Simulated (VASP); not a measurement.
# NiO (Fm-3m) in VASP: settings compared

Aim: see how the results for NiO move with the level of theory and the settings. Levels: r2SCAN, PBE, PBE+D3(BJ), PBE+D4, BLYP. Tasks: single point.

Everything below comes from runs of VASP 6.6.1. Logs are shortened: lines on timing, memory, paths and dates and some standing lists are left out, and cuts for length are marked.

**What was measured.**

From “Local correlations, non-local screening, multiplets, and band formation in NiO”, 2012, arxiv:1210.6675, for a bulk crystal of NiO: band gap 4.3 eV.

How close the calculation comes is told below.

## Step 1: The cell of the first run

Symmetry: Fm-3m, No. 225, cubic system. Conventional cell: a = 4.172 Å, b = 4.172 Å, c = 4.172 Å, α = 90.00°, β = 90.00°, γ = 90.00°. Ni (site symmetry m-3m) has 6 O at 2.09 Å within 2.8 Å. Within 2.8 Å of O (site symmetry m-3m) lie 6 Ni at 2.09 Å.

## Step 2: Single point, r2SCAN, collinear spin, ferromagnetic start

Contents of POSCAR:

```
NiO
1.0
    0.0000000000      2.0859016414      2.0859016414
    2.0859016414      0.0000000000      2.0859016414
    2.0859016414      2.0859016414      0.0000000000
Ni O
1 1
Direct
    0.0000000000      0.0000000000      0.0000000000
    0.5000000000      0.5000000000      0.5000000000
```

Contents of INCAR.step1:

```
  ALGO = Normal
  EDIFF = 1E-4
  ENCUT = 520
  GGA = PE
  ISMEAR = -1
  ISPIN = 2
  LASPH = T
  LCHARG = F
  LMAXMIX = 4
  LREAL = F
  LWAVE = T
  MAGMOM = 1 0
  NBANDS = 19
  NELM = 150
  PREC = Accurate
  SIGMA = 0.05
```

Contents of INCAR.step2:

```
  ALGO = Normal
  EDIFF = 1E-6
  ENCUT = 520
  ISIF = 2
  ISMEAR = -1
  ISPIN = 2
  ISTART = 1
  LASPH = T
  LCHARG = F
  LMAXMIX = 4
  LMIXTAU = T
  LORBIT = 11
  LREAL = F
  LWAVE = F
  MAGMOM = 1 0
  METAGGA = R2SCAN
  NBANDS = 19
  NELM = 150
  PREC = Accurate
  SIGMA = 0.05
```

Contents of KPOINTS:

```
k-points
0
Gamma
  6 6 6
```

Potentials or basis: VASP PAW PBE potentials, release 64 (Ni, O).

The run is started by

```sh
$ cat potpaw_PBE.64/Ni/POTCAR potpaw_PBE.64/O/POTCAR > POTCAR
$ cp INCAR.step1 INCAR
$ mpirun -np 1 vasp_std > vasp.out
$ cp INCAR.step2 INCAR
$ mpirun -np 1 vasp_std > vasp.out
```

OUTCAR:

```text
EDIFF = 1E-6
   ENCUT = 520
   ISIF = 2
   ISMEAR = -1
   ISPIN = 2
   ISTART = 1
   LASPH = T
   LORBIT = 11
   LREAL = F
   METAGGA = R2SCAN
   NELM = 150
   PREC = Accurate

 ion  position               nearest neighbor table
   1  0.000  0.000  0.000-   2 2.09   2 2.09   2 2.09   2 2.09   2 2.09   2 2.09
   2  0.500  0.500  0.500-   1 2.09   1 2.09   1 2.09   1 2.09   1 2.09   1 2.09

  LATTYP: Found a face centered cubic cell.
 ALAT       =     4.1718032828

  Lattice vectors:

 A1 = (   0.0000000000,   2.0859016414,   2.0859016414)
 A2 = (   2.0859016414,   0.0000000000,   2.0859016414)
 A3 = (   2.0859016414,   2.0859016414,   0.0000000000)

Analysis of symmetry for initial positions (statically):
=====================================================================
 Subroutine PRICEL returns:
 Original cell was already a primitive cell.

 Routine SETGRP: Setting up the symmetry group for a
 face centered cubic supercell.

 Subroutine GETGRP returns: Found 48 space group operations
 (whereof 48 operations were pure point group operations)
 out of a pool of 48 trial point group operations.

The static configuration has the point symmetry O_h .

Analysis of symmetry for dynamics (positions and initial velocities):
=====================================================================
 Subroutine PRICEL returns:
 Original cell was already a primitive cell.

 Routine SETGRP: Setting up the symmetry group for a
 face centered cubic supercell.

 Subroutine GETGRP returns: Found 48 space group operations
 (whereof 48 operations were pure point group operations)
 out of a pool of 48 trial point group operations.

The dynamic configuration has the point symmetry O_h .

Analysis of structural, dynamic, and magnetic symmetry:
=====================================================================
 Subroutine PRICEL returns:
 Original cell was already a primitive cell.

 Routine SETGRP: Setting up the symmetry group for a
 face centered cubic supercell.

 Subroutine GETGRP returns: Found 48 space group operations
 (whereof 48 operations were pure point group operations)
 out of a pool of 48 trial point group operations.

The overall configuration has the point symmetry O_h .

 Subroutine INISYM returns: Found 48 space group operations
 (whereof 48 operations are pure point group operations),
 and found     1 'primitive' translations

----------------------------------------------------------------------------------------

                                     Primitive cell

  volume of cell :      18.1515

  direct lattice vectors                    reciprocal lattice vectors
     0.000000000  2.085901641  2.085901641    -0.239704495  0.239704495  0.239704495
     2.085901641  0.000000000  2.085901641     0.239704495 -0.239704495  0.239704495
     2.085901641  2.085901641  0.000000000     0.239704495  0.239704495 -0.239704495

  length of vectors
     2.949910391  2.949910391  2.949910391     0.415180364  0.415180364  0.415180364

  position of ions in fractional coordinates (direct lattice)
     0.000000000  0.000000000  0.000000000
     0.500000000  0.500000000  0.500000000

  ion indices of the primitive-cell ions
   primitive index   ion index
                 1           1
                 2           2

----------------------------------------------------------------------------------------

 KPOINTS: k-points

Automatic generation of k-mesh.
 Grid dimensions read from file:
 generate k-points for:    6    6    6

 Generating k-lattice:

  Cartesian coordinates                     Fractional coordinates (reciprocal lattice)
    -0.039950749  0.039950749  0.039950749     0.166666667  0.000000000  0.000000000
     0.039950749 -0.039950749  0.039950749     0.000000000  0.166666667  0.000000000
     0.039950749  0.039950749 -0.039950749     0.000000000  0.000000000  0.166666667

  Length of vectors
     0.069196727  0.069196727  0.069196727

  Shift w.r.t. Gamma in fractional coordinates (k-lattice)
     0.000000000  0.000000000  0.000000000

 Subroutine IBZKPT returns following result:
 ===========================================

 Found     16 irreducible k-points:

 Following reciprocal coordinates:
            Coordinates               Weight
  0.000000  0.000000  0.000000      1.000000
  0.166667  0.000000  0.000000      8.000000
  0.333333  0.000000  0.000000      8.000000
  0.500000  0.000000  0.000000      4.000000
  0.166667  0.166667  0.000000      6.000000
  0.333333  0.166667  0.000000     24.000000
[... 8 lines left out ...]
 -0.333333  0.333333  0.166667     24.000000
 -0.333333  0.500000  0.166667     12.000000
   k-points           NKPTS =     16   k-points in BZ     NKDIM =     16   number of bands    NBANDS=     19
   number of dos      NEDOS =    301   number of ions     NIONS =      2
   total plane-waves  NPLWV =  13824
   dimension x,y,z NGX =    24 NGY =   24 NGZ =   24
   dimension x,y,z NGXF=    48 NGYF=   48 NGZF=   48
   ions per type =               1   1
   NGX,Y,Z   is equivalent  to a cutoff of  13.53, 13.53, 13.53 a.u.
   NGXF,Y,Z  is equivalent  to a cutoff of  27.05, 27.05, 27.05 a.u.
 SYSTEM =  unknown system
   PREC   = accura    normal or accurate (medium, high low for compatibility)
   ISTART =      1    job   : 0-new  1-cont  2-samecut
   ICHARG =      0    charge: 1-file 2-atom 10-const
   ISPIN  =      2    spin polarized calculation?
   LNONCOLLINEAR =      F non collinear calculations
   LSORBIT =      F    spin-orbit coupling
   LASPH  =      T    aspherical Exc in radial PAW
   ENCUT  =  520.0 eV  38.22 Ry    6.18 a.u.   5.48  5.48  5.48*2*pi/ulx,y,z
   NELM   =    150;   NELMIN=  2; NELMDL=  0     # of ELM steps
   EDIFF  = 0.1E-05   stopping-criterion for ELM
   LREAL  =      F    real-space projection
   EDIFFG = 0.1E-04   stopping-criterion for IOM
   NSW    =      0    number of steps for IOM
   IBRION =     -1    ionic relax: 0-MD 1-quasi-New 2-CG
   NFREE  =      0    steps in history (QN), initial steepest desc. (CG)
   ISIF   =      2    stress and relaxation
   ISYM   =      2    0-nonsym 1-usesym 2-fastsym
   POTIM  = 0.5000    time-step for ionic-motion
   TEBEG  =    0.0;   TEEND  =   0.0 temperature during run
   PSTRESS=    0.0 pullay stress
   NELECT =      16.0000    total number of electrons
   NUPDOWN=      -1.0000    fix difference up-down
   EMIN   =  10.00;   EMAX   =-10.00  energy-range for DOS
   EFERMI =   0.00;   METHOD = LEGACY
   ISMEAR =    -1;   SIGMA  =   0.05  broadening in eV -4-tet -1-fermi 0-gaus
   EFERMI_NEDOS =   21; number of points for ismear=-14 and -15
   IALGO  =     38    algorithm
   IMIX   =      4    mixing-type and parameters
     AMIX     =   0.40;   BMIX     =  1.00
     AMIX_MAG =   1.60;   BMIX_MAG =  1.00
  volume/ion in A,a.u.               =       9.08        61.25
  Fermi-wavevector in a.u.,A,eV,Ry     =   1.569680  2.966264 33.523312  2.463894
  Thomas-Fermi vector in A             =   2.671526
   LORBIT       =     11    0 simple, 1 ext, 2 COOP (PROOUT), +10 PAW based schemes
   METAGGA = R2SCAN    functional components
   LHFCALC =     F    Hartree Fock is set to
   AEXX    =    0.0000 exact exchange contribution
   IVDW    =     0    specifies the selected vdW correction
   LEPSILON=     F    determine dielectric tensor
   LRPA    =     F    only Hartree local field effects (RPA)
 spin polarized calculation
  energy-cutoff  :      520.00
  volume of cell :       18.15
 maximum number of plane-waves:       531
 NGX is ok and might be reduce to    24
   NGX = 11   NGY = 11   NGZ = 11

 number of electron      16.0000001 magnetization       1.9999836

 Free energy of the ion-electron system (eV)
  ---------------------------------------------------
  ext. energy  EPLUGINS =         0.00000000
  ---------------------------------------------------
  free energy    TOTEN  =       -20.10799012 eV

  energy without entropy =      -20.10797221  energy(sigma->0) =      -20.10798117

 E-fermi :   7.9644     XC(G=0): -13.4300

 val. band max:        7.5821260127   @ k =   0.5000   0.0000   0.0000
 cond. band min:       8.2811069907   @ k =   0.0000   0.0000   0.0000
 fundamental gap:      0.6989809780
 Fermi energy:         7.9643957672

 spin component 1

 k-point     1 :       0.0000    0.0000    0.0000
  band No.  band energies     occupation
      1     -13.5562      1.00000
      2       3.5775      1.00000
      3       3.5776      1.00000
      4       4.4620      1.00000
      5       4.4621      1.00000
      6       4.4622      1.00000
[... 11 lines left out ...]
     18      34.4623      0.00000
     19      34.4626      0.00000

 k-point     2 :       0.1667    0.0000    0.0000
  band No.  band energies     occupation
      1     -13.2575      1.00000
      2       2.6143      1.00000
      3       2.6144      1.00000
      4       2.6703      1.00000
      5       4.5332      1.00000
      6       4.5333      1.00000
[... 11 lines left out ...]
     18      38.0776      0.00000
     19      38.0779      0.00000

 k-point     3 :       0.3333    0.0000    0.0000
  band No.  band energies     occupation
      1     -12.5874      1.00000
      2       0.3555      1.00000
      3       1.6263      1.00000
      4       1.6264      1.00000
      5       4.8780      1.00000
      6       4.8781      1.00000
[... 257 lines left out ...]
  band No.  band energies     occupation
      1     -12.0967      1.00000
      2       0.5778      1.00000
      3       1.3946      1.00000
      4       1.5345      1.00000
      5       4.5512      1.00000
      6       5.1564      1.00000
[... 11 lines left out ...]
     18      40.2670      0.00000
     19      40.4459      0.00000

 k-point    16 :      -0.3333    0.5000    0.1667
  band No.  band energies     occupation
      1     -12.0891      1.00000
      2       1.0553      1.00000
      3       1.6250      1.00000
      4       2.0270      1.00000
      5       4.3110      1.00000
      6       4.9202      1.00000
[... 11 lines left out ...]
     18      41.4496      0.00000
     19      44.4498      0.00000
 Fermi energy:         7.9643957672

 spin component 2

 k-point     1 :       0.0000    0.0000    0.0000
  band No.  band energies     occupation
      1     -13.0237      1.00000
      2       5.3458      1.00000
      3       5.3461      1.00000
      4       5.3462      1.00000
      5       5.4466      1.00000
      6       5.4466      1.00000
[... 11 lines left out ...]
     18      35.4857      0.00000
     19      35.4868      0.00000

 k-point     2 :       0.1667    0.0000    0.0000
  band No.  band energies     occupation
      1     -12.7086      1.00000
      2       3.2900      1.00000
      3       4.4709      1.00000
      4       4.4710      1.00000
      5       5.7562      1.00000
      6       5.7564      1.00000
[... 11 lines left out ...]
     18      39.0465      0.00000
     19      39.0469      0.00000

 k-point     3 :       0.3333    0.0000    0.0000
  band No.  band energies     occupation
      1     -11.9970      1.00000
      2       0.8506      1.00000
      3       3.4979      1.00000
      4       3.4980      1.00000
      5       6.1206      1.00000
      6       6.1208      1.00000
[... 258 lines left out ...]
      1     -11.4388      1.00000
      2       1.1033      1.00000
      3       2.2390      1.00000
      4       3.1514      1.00000
      5       6.1143      1.00000
      6       6.2022      1.00000
[... 11 lines left out ...]
     18      41.0935      0.00000
     19      41.2274      0.00000

 k-point    16 :      -0.3333    0.5000    0.1667
  band No.  band energies     occupation
      1     -11.4157      1.00000
      2       1.5190      1.00000
      3       2.5757      1.00000
      4       3.0094      1.00000
      5       5.7717      1.00000
      6       6.3512      1.00000
[... 11 lines left out ...]
     18      41.6809      0.00000
     19      45.1912      0.00000

------------------------ aborting loop because EDIFF is reached ----------------------------------------

  FORCE on cell =-STRESS in cart. coord.  units (eV):
  Direction    XX          YY          ZZ          XY          YZ          ZX
  --------------------------------------------------------------------------------------
  -------------------------------------------------------------------------------------
  Total        0.3138308      0.3138308      0.3138308     -0.0000000      0.0000000      0.0000000
  in kB       27.7009499     27.7009499     27.7009499     -0.0000000      0.0000000      0.0000000
  external PRESSURE =      27.7009499 kB  Pullay stress =       0.0000000 kB

 VOLUME and BASIS-vectors are now :
 -----------------------------------------------------------------------------
  energy-cutoff  :      520.00
  volume of cell :       18.15
      direct lattice vectors                 reciprocal lattice vectors
     0.000000000  2.085901641  2.085901641    -0.239704495  0.239704495  0.239704495
     2.085901641  0.000000000  2.085901641     0.239704495 -0.239704495  0.239704495
     2.085901641  2.085901641  0.000000000     0.239704495  0.239704495 -0.239704495

 POSITION                                       TOTAL-FORCE (eV/Angst)
 -----------------------------------------------------------------------------------
      0.00000      0.00000      0.00000         0.000000     -0.000000     -0.000000
      2.08590      2.08590      2.08590        -0.000000      0.000000      0.000000
 -----------------------------------------------------------------------------------
    total drift:                                0.000000     -0.000000     -0.000000

  FREE ENERGIE OF THE ION-ELECTRON SYSTEM (eV)
  ---------------------------------------------------
  free  energy   TOTEN  =       -20.1079901231 eV

  energy  without entropy=      -20.1079722118  energy(sigma->0) =      -20.10798117

 total charge

# of ion       s       p       d       tot
------------------------------------------
    1        0.338   0.422   8.175   8.935
    2        1.555   3.498   0.000   5.053
--------------------------------------------------
tot          1.893   3.920   8.175  13.988

 magnetization (x)

# of ion       s       p       d       tot
------------------------------------------
    1        0.011   0.012   1.669   1.692
    2        0.028   0.248   0.000   0.277
--------------------------------------------------
tot          0.040   0.260   1.669   1.969
```

Wall time 20 s (1 thread of Intel Xeon 6975P-C (Granite Rapids), shared host); peak memory 0.16 GiB.

Results:

```yaml
Free_energy: -20.1080 eV
Pressure: 2.8 GPa
Band_gap_on_the_k_mesh: 0.70 eV, indirect (least direct gap 1.78 eV)
Net_moment: 2.00 μB per cell
Site_moments: Ni +1.69; O +0.28 μB
Valence_electrons_inside_the_program's_atomic_spheres: Ni 8.94; O 5.05
```

Levels at points of the mesh, in eV from the valence-band top:
Spin up:
```tsv
k point	band 7	band 8	band 9	band 10	band 11	band 12
(0.00, 0.00, 0.00)	-2.82	-2.82	-2.82	2.20	18.82	19.69
(0.50, 0.00, 0.00)	-1.84	0.00	0.00	6.35	10.97	14.91
(0.50, 0.50, 0.00)	-3.12	-2.19	-2.19	6.83	11.67	12.77
```
Spin down:
| k point | band 3 | band 4 | band 5 | band 6 | band 7 | band 8 | band 9 | band 10 | band 11 | band 12 |
| --- | --- | --- | --- | --- | --- | --- | --- | --- | --- | --- |
| (0.00, 0.00, 0.00) | -2.24 | -2.24 | -2.14 | -2.14 | -2.14 | 0.70 | 0.70 | 2.76 | 18.92 | 20.03 |
| (0.50, 0.00, 0.00) | -4.46 | -4.46 | -1.28 | -1.28 | -0.90 | 3.50 | 3.50 | 6.65 | 11.79 | 15.32 |
| (0.50, 0.50, 0.00) | -3.57 | -3.57 | -3.12 | -1.22 | -1.22 | 1.17 | 1.73 | 7.47 | 12.28 | 13.14 |

Caveat: the k points lie up to 0.43 Å⁻¹ apart; the PAW data sets were made with another functional, which shifts forces and pressure a little; a cell with one magnetic atom can't hold antiferromagnetic order, which such compounds often take. A k mesh can miss the band edges.

## Step 3: Single point, PBE, collinear spin, ferromagnetic start

Contents of INCAR:

```
SYSTEM = NiO
ALGO     = Normal         ! electronic algorithm
EDIFF    = 1E-6           ! SCF threshold, eV
ENCUT    = 520            ! plane-wave cutoff, eV
GGA      = PE             ! functional
ISIF     = 2              ! what is computed and relaxed
ISMEAR   = 0              ! smearing method
ISPIN    = 2              ! spin polarisation
LASPH    = .True.         ! aspherical terms in the spheres
LCHARG   = .False.        ! write CHGCAR
LMAXMIX  = 4              ! l up to which the mixer works
LORBIT   = 11             ! projections on sites
LREAL    = .False.        ! projectors in reciprocal space
LWAVE    = .False.        ! write WAVECAR
MAGMOM   = 1 0            ! initial moments
NBANDS   = 19             ! bands
NELM     = 150            ! most SCF steps
PREC     = Accurate       ! precision mode
SIGMA    = 0.012          ! smearing width, eV
```

Contents of KPOINTS:

```
k-points
0
Gamma
  11 11 11
  0 0 0
```

POSCAR is that of step 2.

Potentials or basis: VASP PAW PBE potentials, release 64 (Ni, O).

The run is started by

```sh
$ cat potpaw_PBE.64/Ni/POTCAR potpaw_PBE.64/O/POTCAR > POTCAR
$ mpirun -np 1 vasp_std > vasp.out
```

Run time: 19 s. Hardware: 1 thread of Intel Xeon 6975P-C (Granite Rapids), shared host; peak memory 0.17 GiB.

Results (log left out):

```yaml
Free_energy: -11.4671 eV
Pressure: 6.1 GPa
Net_moment: 1.78 μB per cell
Site_moments: Ni +1.46; O +0.28 μB
Valence_electrons_inside_the_program's_atomic_spheres: Ni 8.99; O 4.98
```

Levels at points of the mesh, in eV from the Fermi level:
Spin up:
```
           k point  band 7  band 8  band 9  band 10  band 11  band 12
(0.00, 0.00, 0.00)   -2.66   -2.66   -2.66     1.58    17.90    18.97
```
Spin down:
```
           k point  band 4  band 5  band 6  band 7  band 8  band 9  band 10  band 11
(0.00, 0.00, 0.00)   -2.45   -1.84   -1.84   -1.84   -0.58   -0.58     1.94    17.83
```

Caveat: a cell with one magnetic atom can't hold antiferromagnetic order, which such compounds often take; semilocal functionals often make such compounds metallic where correlation or magnetic order opens a gap, which also shifts bond lengths. With open d or f shells a metallic result of PBE can be an artefact of self-interaction; +U or a hybrid may open a gap.

[end of part 1 of 2]
